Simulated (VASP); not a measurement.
# H2CClF (P1) in VASP: single point with slater exchange, pbe correlation

Aim: the single point of H2CClF with slater exchange, pbe correlation.

All numbers are computed with VASP 6.6.1; they aren't measurements. Logs are shortened: lines on timing, memory, paths and dates and some standing lists are left out, and cuts for length are marked.

**1. The cell of the first run**

The typed cell holds 10 atoms: a = 6.736 Å, b = 4.304 Å, c = 4.931 Å, α = 89.78°, β = 107.18°, γ = 90.13°.

**2. Single point, slater exchange, pbe correlation**

POSCAR

```
H2CClF
1.0
    6.7358020000     -0.0081500000      0.0745160000
   -0.0049950000      4.3038900000      0.0068700000
   -1.5086370000      0.0097880000      4.6940330000
C H Cl F
2 4 2 2
Direct
    0.2064760000      0.8501930000      0.3589590000
    0.7968210000      0.3718200000      0.6454520000
    0.1490650000      0.6020950000      0.3005800000
    0.8519100000      0.1259250000      0.7127610000
    0.2672100000      0.8964860000      0.5814390000
    0.7290120000      0.3990880000      0.4100030000
    0.3596330000      0.9933370000      0.1655720000
    0.6281580000      0.5094980000      0.8337020000
    0.0122100000      0.0401940000      0.2659820000
    0.9849280000      0.5606350000      0.7429710000
```

INCAR.step1

```
PREC = Accurate
ENCUT = 520
EDIFF = 1E-6
ISMEAR = -1
SIGMA = 0.1
LREAL = False
LASPH = True
NELM = 120
ALGO = Normal
ISIF = 2
LWAVE = False
LCHARG = True
GGA = LIBXC
LIBXC1 = LDA_X
LIBXC2 = GGA_C_PBE
NBANDS = 31
GGA_COMPAT = False
NEDOS = 2001
LORBIT = 11
```

KPOINTS.step1

```
regular mesh
0
Gamma
  3 4 4
```

INCAR.step2

```
PREC = Accurate
ENCUT = 520
EDIFF = 1E-6
ISMEAR = -5
SIGMA = 0.1
LREAL = False
LASPH = True
NELM = 120
ALGO = Normal
ISIF = 2
LWAVE = False
LCHARG = False
GGA = LIBXC
LIBXC1 = LDA_X
LIBXC2 = GGA_C_PBE
LORBIT = 11
NEDOS = 1001
ICHARG = 11
GGA_COMPAT = False
```

KPOINTS.step2

```
regular mesh
0
Gamma
  5 6 6
```

Potentials or basis: VASP PAW PBE potentials, release 64 (C, H, Cl, F).

Launch:

```bash
$ cat potpaw_PBE.64/C/POTCAR potpaw_PBE.64/H/POTCAR potpaw_PBE.64/Cl/POTCAR potpaw_PBE.64/F/POTCAR > POTCAR
$ cp INCAR.step1 INCAR
$ cp KPOINTS.step1 KPOINTS
$ mpirun -np 1 vasp_std > vasp.out
$ cp INCAR.step2 INCAR
$ cp KPOINTS.step2 KPOINTS
$ mpirun -np 1 vasp_std > vasp.out
```

OUTCAR:

```text
PREC = Accurate
   ENCUT = 520
   EDIFF = 1E-6
   ISMEAR = -5
   LREAL = False
   LASPH = True
   NELM = 120
   ISIF = 2
   GGA = LIBXC
   LORBIT = 11
   ICHARG = 11

 ion  position               nearest neighbor table
   1  0.206  0.850  0.359-   5 1.07   3 1.14   9 1.50   7 1.71
   2  0.797  0.372  0.645-   6 1.12   4 1.14  10 1.46   8 1.77
   3  0.149  0.602  0.301-   1 1.14
   4  0.852  0.126  0.713-   2 1.14
   5  0.267  0.896  0.581-   1 1.07
   6  0.729  0.399  0.410-   2 1.12
   7  0.360  0.993  0.166-   1 1.71
   8  0.628  0.509  0.834-   2 1.77
   9  0.012  0.040  0.266-   1 1.50
  10  0.985  0.561  0.743-   2 1.46

  LATTYP: Found a triclinic cell.
 ALAT       =     4.9305199734
 B/A-ratio  =     1.4350358375
 C/A-ratio  =     0.8729096332
 COS(alpha) =     0.0004498871
 COS(beta)  =     0.0038599604
 COS(gamma) =     0.4155806774

  Lattice vectors:

 A1 = (  -1.5086370000,   0.0097880000,   4.6940330000)
 A2 = (   5.2271650000,   0.0016380000,   4.7685490000)
 A3 = (  -0.0049950000,   4.3038900000,   0.0068700000)

Analysis of symmetry for initial positions (statically):
=====================================================================
 Subroutine PRICEL returns:
 Original cell was already a primitive cell.

 Routine SETGRP: Setting up the symmetry group for a
 triclinic supercell.

 Subroutine GETGRP returns: Found  1 space group operations
 (whereof  1 operations were pure point group operations)
 out of a pool of  2 trial point group operations.

The static configuration has the point symmetry C_1 .

Analysis of symmetry for dynamics (positions and initial velocities):
=====================================================================
 Subroutine PRICEL returns:
 Original cell was already a primitive cell.

 Routine SETGRP: Setting up the symmetry group for a
 triclinic supercell.

 Subroutine GETGRP returns: Found  1 space group operations
 (whereof  1 operations were pure point group operations)
 out of a pool of  2 trial point group operations.

The dynamic configuration has the point symmetry C_1 .

 Subroutine INISYM returns: Found  1 space group operations
 (whereof  1 operations are pure point group operations),
 and found     1 'primitive' translations

----------------------------------------------------------------------------------------

                                     Primitive cell

  volume of cell :     136.5640

  direct lattice vectors                    reciprocal lattice vectors
     6.735802000 -0.008150000  0.074516000     0.147934560  0.000095797  0.047545173
    -0.004995000  4.303890000  0.006870000     0.000285476  0.232348904 -0.000392744
    -1.508637000  0.009788000  4.694033000    -0.002348823 -0.000341577  0.212282236

  length of vectors
     6.736219091  4.303898382  4.930519973     0.155387215  0.232349411  0.212295505

  position of ions in fractional coordinates (direct lattice)
     0.206476000  0.850193000  0.358959000
     0.796821000  0.371820000  0.645452000
     0.149065000  0.602095000  0.300580000
     0.851910000  0.125925000  0.712761000
     0.267210000  0.896486000  0.581439000
     0.729012000  0.399088000  0.410003000
     0.359633000  0.993337000  0.165572000
     0.628158000  0.509498000  0.833702000
     0.012210000  0.040194000  0.265982000
     0.984928000  0.560635000  0.742971000

  ion indices of the primitive-cell ions
   primitive index   ion index
                 1           1
                 2           2
                 3           3
                 4           4
                 5           5
                 6           6
                 7           7
                 8           8
                 9           9
                10          10

----------------------------------------------------------------------------------------

 KPOINTS: regular mesh

Automatic generation of k-mesh.
 Grid dimensions read from file:
 generate k-points for:    5    6    6

 Generating k-lattice:

  Cartesian coordinates                     Fractional coordinates (reciprocal lattice)
     0.029586912  0.000019159  0.009509035     0.200000000  0.000000000  0.000000000
     0.000047579  0.038724817 -0.000065457     0.000000000  0.166666667  0.000000000
    -0.000391471 -0.000056930  0.035380373     0.000000000  0.000000000  0.166666667

  Length of vectors
     0.031077443  0.038724902  0.035382584

  Shift w.r.t. Gamma in fractional coordinates (k-lattice)
     0.000000000  0.000000000  0.000000000

 TETIRR: Found    540 inequivalent tetrahedra from     1080

 Subroutine IBZKPT returns following result:
 ===========================================

 Found     92 irreducible k-points:

 Following reciprocal coordinates:
            Coordinates               Weight
  0.000000  0.000000  0.000000      1.000000
  0.200000 -0.000000 -0.000000      2.000000
  0.400000 -0.000000  0.000000      2.000000
  0.000000  0.166667  0.000000      2.000000
  0.200000  0.166667 -0.000000      2.000000
  0.400000  0.166667 -0.000000      2.000000
[... 16 lines left out ...]
  0.200000  0.166667  0.166667      2.000000
  0.400000  0.166667  0.166667      2.000000
 [... further k-points ...]
   k-points           NKPTS =     92   k-points in BZ     NKDIM =     92   number of bands    NBANDS=     26
   number of dos      NEDOS =   1001   number of ions     NIONS =     10
   total plane-waves  NPLWV =  64000
   dimension x,y,z NGX =    50 NGY =   32 NGZ =   40
   dimension x,y,z NGXF=   100 NGYF=   64 NGZF=   80
   ions per type =               2   4   2   2
   NGX,Y,Z   is equivalent  to a cutoff of  12.34, 12.36, 13.49 a.u.
   NGXF,Y,Z  is equivalent  to a cutoff of  24.68, 24.72, 26.97 a.u.
 SYSTEM =  unknown system
   PREC   = accura    normal or accurate (medium, high low for compatibility)
   ISTART =      0    job   : 0-new  1-cont  2-samecut
   ICHARG =     11    charge: 1-file 2-atom 10-const
   ISPIN  =      1    spin polarized calculation?
   LNONCOLLINEAR =      F non collinear calculations
   LSORBIT =      F    spin-orbit coupling
   LASPH  =      T    aspherical Exc in radial PAW
   ENCUT  =  520.0 eV  38.22 Ry    6.18 a.u.  12.52  8.00  9.17*2*pi/ulx,y,z
   NELM   =    120;   NELMIN=  2; NELMDL=  0     # of ELM steps
   EDIFF  = 0.1E-05   stopping-criterion for ELM
   LREAL  =      F    real-space projection
   EDIFFG = 0.1E-04   stopping-criterion for IOM
   NSW    =      0    number of steps for IOM
   IBRION =     -1    ionic relax: 0-MD 1-quasi-New 2-CG
   NFREE  =      0    steps in history (QN), initial steepest desc. (CG)
   ISIF   =      2    stress and relaxation
   ISYM   =      2    0-nonsym 1-usesym 2-fastsym
   POTIM  = 0.5000    time-step for ionic-motion
   TEBEG  =    0.0;   TEEND  =   0.0 temperature during run
   PSTRESS=    0.0 pullay stress
   NELECT =      40.0000    total number of electrons
   NUPDOWN=      -1.0000    fix difference up-down
   EMIN   =  10.00;   EMAX   =-10.00  energy-range for DOS
   EFERMI =   0.00;   METHOD = LEGACY
   ISMEAR =    -5;   SIGMA  =   0.10  broadening in eV -4-tet -1-fermi 0-gaus
   EFERMI_NEDOS =   21; number of points for ismear=-14 and -15
   IALGO  =     38    algorithm
   IMIX   =      4    mixing-type and parameters
     AMIX     =   0.40;   BMIX     =  1.00
     AMIX_MAG =   1.60;   BMIX_MAG =  1.00
  volume/ion in A,a.u.               =      13.66        92.16
  Fermi-wavevector in a.u.,A,eV,Ry     =   1.087217  2.054542 16.082631  1.182040
  Thomas-Fermi vector in A             =   2.223371
   LORBIT       =     11    0 simple, 1 ext, 2 COOP (PROOUT), +10 PAW based schemes
   GGA     = LIBXC    functional components
   LHFCALC =     F    Hartree Fock is set to
   AEXX    =    0.0000 exact exchange contribution
   IVDW    =     0    specifies the selected vdW correction
   LEPSILON=     F    determine dielectric tensor
   LRPA    =     F    only Hartree local field effects (RPA)
 non-spin polarized calculation
 Fermi weights with tetrahedron method with Bloechl corrections
  energy-cutoff  :      520.00
  volume of cell :      136.56
 maximum number of plane-waves:      3695
 NGX is ok and might be reduce to    50

 number of electron      39.9999991 magnetization

 Free energy of the ion-electron system (eV)
  ---------------------------------------------------
  ext. energy  EPLUGINS =         0.00000000
  ---------------------------------------------------
  free energy    TOTEN  =       -49.66251791 eV

  energy without entropy =      -49.66251791  energy(sigma->0) =      -49.66251791

 E-fermi :  -1.8691     XC(G=0):  -8.3046

 val. band max:       -1.8827959013   @ k =  -0.0000   0.5000   0.5000
 cond. band min:       3.6985242399   @ k =   0.2000  -0.0000   0.3333
 fundamental gap:      5.5813201411
 Fermi energy:        -1.8690588368

 k-point     1 :       0.0000    0.0000    0.0000
  band No.  band energies     occupation
      1     -24.3486      2.00000
      2     -23.9011      2.00000
      3     -17.0222      2.00000
      4     -16.5688      2.00000
      5     -11.3733      2.00000
      6     -11.0853      2.00000
[... 18 lines left out ...]
     25       5.4505      0.00000
     26       6.7231      0.00000
[... 644 lines left out ...]
      4     -16.5440      2.00000
      5     -11.3157      2.00000
      6     -11.2463      2.00000
[... 18 lines left out ...]
     25       6.1091      0.00000
     26       6.5759      0.00000

 [... further k-points ...]

------------------------ aborting loop because EDIFF is reached ----------------------------------------

  FORCE on cell =-STRESS in cart. coord.  units (eV):
  Direction    XX          YY          ZZ          XY          YZ          ZX
  --------------------------------------------------------------------------------------
  -------------------------------------------------------------------------------------
  Total       -7.2849071     -6.5682814     -3.1938154      0.5201058     -0.2107631     -1.1263743
  in kB      -85.4669862    -77.0594888    -37.4700416      6.1019142     -2.4726864    -13.2146934
  external PRESSURE =     -66.6655055 kB  Pullay stress =       0.0000000 kB

 VOLUME and BASIS-vectors are now :
 -----------------------------------------------------------------------------
  energy-cutoff  :      520.00
  volume of cell :      136.56
      direct lattice vectors                 reciprocal lattice vectors
     6.735802000 -0.008150000  0.074516000     0.147934560  0.000095797  0.047545173
    -0.004995000  4.303890000  0.006870000     0.000285476  0.232348904 -0.000392744
    -1.508637000  0.009788000  4.694033000    -0.002348823 -0.000341577  0.212282236

 POSITION                                       TOTAL-FORCE (eV/Angst)
 -----------------------------------------------------------------------------------
      0.84500      3.66097      1.70619        -2.810087      0.578677     -2.486776
      4.39162      1.60010      3.09170         1.593943      0.738349      1.509935
      0.54760      2.59308      1.42618         0.475104      0.733649      0.188951
      4.66237      0.54200      3.41007        -0.417929      0.591075     -0.138766
      0.91822      3.86189      2.75536         0.284871      0.151006      1.360360
      4.28994      1.71570      1.98163        -0.030903      0.192748      0.269555
      2.16767      4.27390      0.81082         0.314551     -0.189895      0.093889
      2.97085      2.19586      3.96373         0.597410     -0.422771     -0.616632
     -0.31923      0.17549      1.24971         1.706505     -1.252947      0.803811
      5.51061      2.41216      3.56477        -1.713466     -1.119890     -0.984328
 -----------------------------------------------------------------------------------
    total drift:                               -0.000234     -0.000879     -0.000604

  FREE ENERGIE OF THE ION-ELECTRON SYSTEM (eV)
  ---------------------------------------------------
  free  energy   TOTEN  =       -49.6625179075 eV

  energy  without entropy=      -49.6625179075  energy(sigma->0) =      -49.66251791

 total charge

# of ion       s       p       d       tot
------------------------------------------
    1        0.831   1.578   0.000   2.409
    2        0.821   1.546   0.000   2.367
    3        0.572   0.038   0.000   0.611
    4        0.579   0.039   0.000   0.618
    5        0.636   0.052   0.000   0.688
    6        0.592   0.042   0.000   0.634
    7        1.571   3.464   0.000   5.035
    8        1.572   3.437   0.000   5.008
    9        1.743   4.277   0.000   6.020
   10        1.743   4.287   0.000   6.030
--------------------------------------------------
tot         10.659  18.760   0.000  29.420
```

Run time: 2.4 min. Hardware: 1 thread of Intel Xeon 6975P-C (Granite Rapids), shared host; peak memory 0.43 GiB.

What came out:

* Valence electrons inside the program's atomic spheres: C 2.41, 2.37; H 0.61, 0.62, 0.69, 0.63; Cl 5.04, 5.01; F 6.02, 6.03

Caveat: this functional lacks dispersion, which holds the molecules together, so the pressure and a relaxed volume are unreliable; the PAW data sets were made with another functional, which shifts forces and pressure a little.
